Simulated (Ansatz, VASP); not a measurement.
Al2Au: VASP beside Ansatz

```xyz
3
Lattice="0.0000 2.9783 2.9783 2.9783 0.0000 2.9783 2.9783 2.9783 0.0000" Properties=species:S:1:pos:R:3 pbc="T T T"
Al    1.4891    1.4891    1.4891
Al    4.4674    4.4674    4.4674
Au    0.0000    0.0000    0.0000
```

Alike in both runs: functional LDA; k mesh 9 × 9 × 9; occupations fermi-dirac, width 0.1 eV; no spin polarisation.

Ansatz relaxed the structure, and its values are those at the end. VASP's run is a single point on that final structure, the one shown.

```csv
,VASP,Ansatz
version,VASP 6.6.1,Ansatz 0.2.0
potentials or method,"VASP PAW LDA potentials, release 64 (Al, Au), cutoff 520 eV",PAW plane waves
valence electrons in the cell,17,25
```

|  | VASP | Ansatz | Ansatz less VASP |
| --- | --- | --- | --- |
| gap on the k mesh at the Fermi level (eV) | none | none | - |
| pressure (GPa) | 0.2 | 0.0 | -0.25 |

Ansatz warns that its potentials were made for another functional, while VASP's fit it. LDA's correlation is that of Perdew and Zunger in VASP and of Perdew and Wang (1992) in Ansatz. A gap of «none» marks a metal or a gap that the smearing closes. VASP's potentials hold 17 valence electrons a cell and Ansatz's 25, so a difference there can come from the potentials and not from the codes.

Neither program's run includes spin-orbit coupling.
